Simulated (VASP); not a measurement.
Crystal: HfSnSe4.

```
CELL_PARAMETERS angstrom
4.39873 0.00000 0.00000
-2.19937 3.80941 0.00000
0.00000 0.00000 10.51901
ATOMIC_POSITIONS crystal
Hf 0.00000 0.00000 0.00000
Sn 0.00000 0.00000 0.50000
Se 0.00000 0.00000 0.70178
Se 0.00000 0.00000 0.29822
Se 0.33333 0.66667 0.00000
Se 0.66667 0.33333 0.00000
```

The cell was generated, and may not be a known phase.

- Program: VASP 6.6.1
- Task: relaxation of cell and atoms
- Functional: PBE
- Potentials or basis: VASP PAW PBE potentials, release 64 (Hf_pv, Sn_d, Se)
- Cutoff: 600 eV
- k mesh: 6 × 6 × 2
- Occupations: gaussian, width 0.1 eV
- Spin: no spin polarisation

At the start: pressure 20.9 GPa; volume 29.38 Å³/atom.

Task: Where does the relaxation end?

Result: Over 14 steps the energy falls by 713.4 meV/atom and the volume is 35.43 Å³/atom (+20.6 %); space group P6/mmm (No. 191, to 0.1 Å) before and after.

Step by step:
```
step  energy change (eV)  largest force (eV/Å)  pressure (GPa)  volume (Å³)
   1              0.0000                7.6313           20.95       176.26
   2             -0.9953                0.1028           -6.25       293.34
   3             -3.1773                0.0253           -1.16       223.65
   4             -3.2071                0.1691           -0.44       220.08
   5             -3.2160                0.3635            0.39       216.40
   6             -3.8069                1.5951           -1.25       225.39
   7             -3.8075                1.6265           -1.25       225.57
   8             -4.0603                1.3404           -0.77       219.77
   9             -4.1236                0.0409            1.80       208.81
  10             -4.1868                0.9239            0.23       214.20
  11             -4.1940                0.7654            0.53       212.94
  12             -4.2691                0.1412           -0.29       214.07
  13             -4.2802                0.0246           -0.17       213.76
  14             -4.2806                0.0111            0.06       212.61
```

Final structure:
```
CELL_PARAMETERS angstrom
4.87391 0.00000 0.00000
-2.43696 4.22093 0.00000
0.00000 0.00000 10.33462
ATOMIC_POSITIONS crystal
Hf 0.00000 0.00000 0.00000
Sn 0.00000 0.00000 0.50000
Se 0.00000 0.00000 0.74398
Se 0.00000 0.00000 0.25602
Se 0.33333 0.66667 0.00000
Se 0.66667 0.33333 0.00000
```

Caveat: the volume moved by over 15 % at a fixed basis, so the end points are rough.
